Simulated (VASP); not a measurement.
# Zn4HSe4 (a cell with a defect) in VASP: single point with LDA

Aim: the single point of Zn4HSe4 (a cell with a defect) with LDA.

All numbers are computed with VASP 6.6.1; they aren't measurements. Logs are shortened: lines on timing, memory, paths and dates and some standing lists are left out, and cuts for length are marked.

## (1) The cell of the first run

The cell holds a defect, 9 atoms: a = 5.631 Å, b = 5.631 Å, c = 6.596 Å, α = 115.27°, β = 115.27°, γ = 90.00°.

## (2) Single point, LDA

File INCAR:

```
  ALGO = Normal
  EDIFF = 1E-7
  ENCUT = 520
  GGA = CA
  ISIF = 2
  ISMEAR = 0
  LASPH = True
  LCHARG = True
  LELF = True
  LREAL = False
  LVHAR = True
  LWAVE = False
  NBANDS = 46
  NELECT = 72.0
  NELM = 60
  PREC = Accurate
  SIGMA = 0.05
```

File KPOINTS:

```
k-points
0
Gamma
  6 6 6
```

File POSCAR:

```
Zn4HSe4
1.0
   -3.9820046754     -3.9820046754      0.0000000000
   -3.9820046754      3.9820046754      0.0000000000
    3.9820046754      0.0000000000     -5.2585263399
Zn Se H
4 4 1
Direct
    1.0000000000      1.0000000000      1.0000000000
    0.5000000000      0.5000000000      1.0000000000
    1.0000000000      0.5000000000      1.0000000000
    0.5000000000      1.0000000000      1.0000000000
    0.1101682683      0.6101682683      0.7203365366
    0.6101682683      0.1101682683      0.7203365366
    0.8898317317      0.8898317317      0.2796634634
    0.3898317317      0.3898317317      0.2796634634
    1.0416459340      0.2083126007      0.9088740959
```

Potentials or basis: VASP PAW LDA potentials, release 64 (Zn, Se, H).

Launch:

```bash
$ cat potpaw_LDA.64/Zn/POTCAR potpaw_LDA.64/Se/POTCAR potpaw_LDA.64/H/POTCAR > POTCAR
$ mpirun -np 1 vasp_std > vasp.out
```

OUTCAR:

```text
EDIFF = 1E-7
   ENCUT = 520
   GGA = CA
   ISIF = 2
   ISMEAR = 0
   LASPH = True
   LREAL = False
   NELECT = 72.0
   NELM = 60
   PREC = Accurate

 ion  position               nearest neighbor table
   1  0.000  0.000  0.000-   9 1.59   6 2.48   7 2.48   8 2.48   5 2.48   4 2.82   3 2.82   3 2.82
                             4 2.82
   2  0.500  0.500  0.000-   5 2.48   6 2.48   7 2.48   8 2.48   3 2.82   4 2.82   4 2.82   3 2.82

   3  0.000  0.500  0.000-   9 1.55   6 2.48   7 2.48   8 2.48   5 2.48   2 2.82   1 2.82   1 2.82
                             2 2.82
   4  0.500  0.000  0.000-   5 2.48   6 2.48   7 2.48   8 2.48   1 2.82   2 2.82   2 2.82   1 2.82

   5  0.110  0.610  0.720-   1 2.48   2 2.48   3 2.48   4 2.48
   6  0.610  0.110  0.720-   1 2.48   2 2.48   3 2.48   4 2.48
   7  0.890  0.890  0.280-   1 2.48   2 2.48   3 2.48   4 2.48
   8  0.390  0.390  0.280-   1 2.48   2 2.48   3 2.48   4 2.48
   9  0.042  0.208  0.909-   3 1.55   1 1.59

  LATTYP: Found a body centered tetragonal cell.
 ALAT       =     5.6314050174
 C/A-ratio  =     1.8675717068

  Lattice vectors:

 A1 = (   0.0000000000,  -3.9820046754,   5.2585263399)
 A2 = (   0.0000000000,   3.9820046754,   5.2585263399)
 A3 = (  -3.9820046754,   0.0000000000,  -5.2585263399)

Analysis of symmetry for initial positions (statically):
=====================================================================
 Subroutine PRICEL returns:
 Original cell was already a primitive cell.

 Routine SETGRP: Setting up the symmetry group for a
 body centered tetragonal supercell.

 Subroutine GETGRP returns: Found  1 space group operations
 (whereof  1 operations were pure point group operations)
 out of a pool of 16 trial point group operations.

The static configuration has the point symmetry C_1 .

Analysis of symmetry for dynamics (positions and initial velocities):
=====================================================================
 Subroutine PRICEL returns:
 Original cell was already a primitive cell.

 Routine SETGRP: Setting up the symmetry group for a
 body centered tetragonal supercell.

 Subroutine GETGRP returns: Found  1 space group operations
 (whereof  1 operations were pure point group operations)
 out of a pool of 16 trial point group operations.

The dynamic configuration has the point symmetry C_1 .

 Subroutine INISYM returns: Found  1 space group operations
 (whereof  1 operations are pure point group operations),
 and found     1 'primitive' translations

----------------------------------------------------------------------------------------

                                     Primitive cell

  volume of cell :     166.7622

  direct lattice vectors                    reciprocal lattice vectors
    -3.982004675 -3.982004675  0.000000000    -0.125564895 -0.125564895 -0.095083673
    -3.982004675  3.982004675  0.000000000    -0.125564895  0.125564895 -0.095083673
     3.982004675  0.000000000 -5.258526340     0.000000000  0.000000000 -0.190167346

  length of vectors
     5.631405017  5.631405017  6.596094337     0.201429866  0.201429866  0.190167346

  position of ions in fractional coordinates (direct lattice)
     0.000000000  0.000000000  0.000000000
     0.500000000  0.500000000  0.000000000
     0.000000000  0.500000000  0.000000000
     0.500000000  0.000000000  0.000000000
     0.110168268  0.610168268  0.720336537
     0.610168268  0.110168268  0.720336537
     0.889831732  0.889831732  0.279663463
     0.389831732  0.389831732  0.279663463
     0.041645934  0.208312601  0.908874096

  ion indices of the primitive-cell ions
   primitive index   ion index
                 1           1
                 2           2
                 3           3
                 4           4
                 5           5
                 6           6
                 7           7
                 8           8
                 9           9

----------------------------------------------------------------------------------------

 KPOINTS: k-points

Automatic generation of k-mesh.
 Grid dimensions read from file:
 generate k-points for:    6    6    6

 Generating k-lattice:

  Cartesian coordinates                     Fractional coordinates (reciprocal lattice)
    -0.020927483 -0.020927483 -0.015847279     0.166666667  0.000000000  0.000000000
    -0.020927483  0.020927483 -0.015847279     0.000000000  0.166666667  0.000000000
     0.000000000  0.000000000 -0.031694558     0.000000000  0.000000000  0.166666667

  Length of vectors
     0.033571644  0.033571644  0.031694558

  Shift w.r.t. Gamma in fractional coordinates (k-lattice)
     0.000000000  0.000000000  0.000000000

 Subroutine IBZKPT returns following result:
 ===========================================

 Found    112 irreducible k-points:

 Following reciprocal coordinates:
            Coordinates               Weight
  0.000000  0.000000  0.000000      1.000000
  0.166667  0.000000  0.000000      2.000000
  0.000000 -0.166667  0.166667      2.000000
 -0.166667  0.000000  0.166667      2.000000
  0.000000  0.166667  0.000000      2.000000
  0.333333  0.000000 -0.000000      2.000000
[... 16 lines left out ...]
 -0.333333  0.166667 -0.166667      2.000000
 -0.166667 -0.333333  0.000000      2.000000
 [... further k-points ...]
   k-points           NKPTS =    112   k-points in BZ     NKDIM =    112   number of bands    NBANDS=     46
   number of dos      NEDOS =    301   number of ions     NIONS =      9
   total plane-waves  NPLWV =  88200
   dimension x,y,z NGX =    42 NGY =   42 NGZ =   50
   dimension x,y,z NGXF=    84 NGYF=   84 NGZF=  100
   ions per type =               4   4   1
   NGX,Y,Z   is equivalent  to a cutoff of  12.40, 12.40, 12.60 a.u.
   NGXF,Y,Z  is equivalent  to a cutoff of  24.80, 24.80, 25.20 a.u.
 SYSTEM =  unknown system
   PREC   = accura    normal or accurate (medium, high low for compatibility)
   ISTART =      0    job   : 0-new  1-cont  2-samecut
   ICHARG =      2    charge: 1-file 2-atom 10-const
   ISPIN  =      1    spin polarized calculation?
   LNONCOLLINEAR =      F non collinear calculations
   LSORBIT =      F    spin-orbit coupling
   LASPH  =      T    aspherical Exc in radial PAW
   ENCUT  =  520.0 eV  38.22 Ry    6.18 a.u.  10.47 10.47 12.26*2*pi/ulx,y,z
   NELM   =     60;   NELMIN=  2; NELMDL= -5     # of ELM steps
   EDIFF  = 0.1E-06   stopping-criterion for ELM
   LREAL  =      F    real-space projection
   EDIFFG = 0.1E-05   stopping-criterion for IOM
   NSW    =      0    number of steps for IOM
   IBRION =     -1    ionic relax: 0-MD 1-quasi-New 2-CG
   NFREE  =      0    steps in history (QN), initial steepest desc. (CG)
   ISIF   =      2    stress and relaxation
   ISYM   =      2    0-nonsym 1-usesym 2-fastsym
   POTIM  = 0.5000    time-step for ionic-motion
   TEBEG  =    0.0;   TEEND  =   0.0 temperature during run
   PSTRESS=    0.0 pullay stress
   NELECT =      72.0000    total number of electrons
   NUPDOWN=      -1.0000    fix difference up-down
   EMIN   =  10.00;   EMAX   =-10.00  energy-range for DOS
   EFERMI =   0.00;   METHOD = LEGACY
   ISMEAR =     0;   SIGMA  =   0.05  broadening in eV -4-tet -1-fermi 0-gaus
   EFERMI_NEDOS =   21; number of points for ismear=-14 and -15
   IALGO  =     38    algorithm
   IMIX   =      4    mixing-type and parameters
     AMIX     =   0.40;   BMIX     =  1.00
     AMIX_MAG =   1.60;   BMIX_MAG =  1.00
  volume/ion in A,a.u.               =      18.53       125.04
  Fermi-wavevector in a.u.,A,eV,Ry     =   1.237333  2.338220 20.830412  1.530992
  Thomas-Fermi vector in A             =   2.371904
   LORBIT       =      0    0 simple, 1 ext, 2 COOP (PROOUT), +10 PAW based schemes
   GGA     = CA    functional components
   LHFCALC =     F    Hartree Fock is set to
   AEXX    =    0.0000 exact exchange contribution
   IVDW    =     0    specifies the selected vdW correction
   LEPSILON=     F    determine dielectric tensor
   LRPA    =     F    only Hartree local field effects (RPA)
 non-spin polarized calculation
 Gauss-broadening in eV      SIGMA  =   0.05
  energy-cutoff  :      520.00
  volume of cell :      166.76
 maximum number of plane-waves:      4555
 NGX is ok and might be reduce to    42
   NGX = 21   NGY = 21   NGZ = 25

 number of electron      72.0000030 magnetization

 Free energy of the ion-electron system (eV)
  ---------------------------------------------------
  ext. energy  EPLUGINS =         0.00000000
  ---------------------------------------------------
  free energy    TOTEN  =       -32.20799449 eV

  energy without entropy =      -32.20799449  energy(sigma->0) =      -32.20799449

 E-fermi :   2.6075     XC(G=0): -10.1272

 val. band max:        2.4031437206   @ k =   0.0000   0.0000   0.0000
 cond. band min:       3.0808807231   @ k =   0.0000   0.0000   0.0000
 fundamental gap:      0.6777370025
 Fermi energy:         2.6075309765

 k-point     1 :       0.0000    0.0000    0.0000
  band No.  band energies     occupation
      1     -11.7897      2.00000
      2     -10.4346      2.00000
      3     -10.2158      2.00000
      4      -9.8938      2.00000
      5      -6.8405      2.00000
      6      -5.2716      2.00000
[... 38 lines left out ...]
     45       7.9734      0.00000
     46       8.2176      0.00000

 k-point     2 :       0.1667    0.0000    0.0000
  band No.  band energies     occupation
      1     -11.6984      2.00000
      2     -10.5221      2.00000
      3     -10.2269      2.00000
      4      -9.9355      2.00000
      5      -6.8166      2.00000
      6      -5.2687      2.00000
[... 38 lines left out ...]
     45       7.8291      0.00000
     46       8.3806      0.00000

 k-point     3 :       0.0000   -0.1667    0.1667
  band No.  band energies     occupation
      1     -11.7098      2.00000
      2     -10.4685      2.00000
      3     -10.2683      2.00000
      4      -9.9259      2.00000
      5      -6.7954      2.00000
      6      -5.2760      2.00000
[... 38 lines left out ...]
     45       8.1085      0.00000
     46       8.3760      0.00000

 k-point     4 :      -0.1667    0.0000    0.1667
  band No.  band energies     occupation
      1     -11.7084      2.00000
      2     -10.4924      2.00000
      3     -10.2365      2.00000
      4      -9.9368      2.00000
      5      -6.8376      2.00000
      6      -5.2590      2.00000
[... 920 lines left out ...]
     45       8.3874      0.00000
     46       8.6114      0.00000

 k-point    23 :      -0.3333    0.1667   -0.1667
  band No.  band energies     occupation
      1     -11.3353      2.00000
      2     -10.7916      2.00000
      3     -10.2926      2.00000
      4     -10.0940      2.00000
      5      -6.7162      2.00000
      6      -5.2827      2.00000
[... 38 lines left out ...]
     45       8.3775      0.00000
     46       8.6045      0.00000

 k-point    24 :      -0.1667   -0.3333    0.0000
  band No.  band energies     occupation
      1     -11.3923      2.00000
      2     -10.6687      2.00000
      3     -10.3693      2.00000
      4     -10.0585      2.00000
      5      -6.6824      2.00000
      6      -5.2602      2.00000
[... 38 lines left out ...]
     45       8.3493      0.00000
     46       8.5350      0.00000

 [... further k-points ...]

------------------------ aborting loop because EDIFF is reached ----------------------------------------

  FORCE on cell =-STRESS in cart. coord.  units (eV):
  Direction    XX          YY          ZZ          XY          YZ          ZX
  --------------------------------------------------------------------------------------
  -------------------------------------------------------------------------------------
  Total       -4.3233173     -4.0936095     -6.5347907     -2.4046680     -0.0472686      0.0936122
  in kB      -41.5365203    -39.3295900    -62.7833785    -23.1029871     -0.4541354      0.8993848
  external PRESSURE =     -47.8831629 kB  Pullay stress =       0.0000000 kB

 VOLUME and BASIS-vectors are now :
 -----------------------------------------------------------------------------
  energy-cutoff  :      520.00
  volume of cell :      166.76
      direct lattice vectors                 reciprocal lattice vectors
    -3.982004675 -3.982004675  0.000000000    -0.125564895 -0.125564895 -0.095083673
    -3.982004675  3.982004675  0.000000000    -0.125564895  0.125564895 -0.095083673
     3.982004675  0.000000000 -5.258526340     0.000000000  0.000000000 -0.190167346

 POSITION                                       TOTAL-FORCE (eV/Angst)
 -----------------------------------------------------------------------------------
      0.00000      0.00000      0.00000         1.745550     -1.050573     -0.517672
     -3.98200      0.00000      0.00000        -0.280606      0.084403     -0.057100
     -1.99100      1.99100      0.00000        -1.150244      2.014629     -0.632165
     -1.99100     -1.99100      0.00000         0.092025     -0.270705     -0.061798
      0.00000      1.99100     -3.78791        -0.014112     -0.000999      0.181419
      0.00000     -1.99100     -3.78791         0.093885      0.103619      0.868380
     -5.97301      0.00000     -1.47062        -0.190647     -0.202555     -0.069832
     -1.99100      0.00000     -1.47062        -0.167890     -0.165073     -0.331058
      2.62380      0.66367     -4.77934        -0.127961     -0.512746      0.619826
 -----------------------------------------------------------------------------------
    total drift:                                0.000079     -0.000117     -0.000088

  FREE ENERGIE OF THE ION-ELECTRON SYSTEM (eV)
  ---------------------------------------------------
  free  energy   TOTEN  =       -32.2079944939 eV

  energy  without entropy=      -32.2079944939  energy(sigma->0) =      -32.20799449
```

Run time: 30 min. Hardware: 1 thread of Oxide Virtual Turin-like, shared host; peak memory 0.68 GiB.

Results:

* Free energy: -32.2080 eV
* Largest force: 2.404 eV/Å

Forces in eV/Å, atoms in the order of the input:
```
Zn   1.746 -1.051 -0.518
Zn  -0.281  0.084 -0.057
Zn  -1.150  2.015 -0.632
Zn   0.092 -0.271 -0.062
Se  -0.014 -0.001  0.181
Se   0.094  0.104  0.868
Se  -0.191 -0.203 -0.070
Se  -0.168 -0.165 -0.331
H   -0.128 -0.513  0.620
```

Caveat: the cell carries a net charge on a neutralising background, which shifts energy and pressure; the cell is charged against a uniform background, so pressure and absolute levels hang on convention.
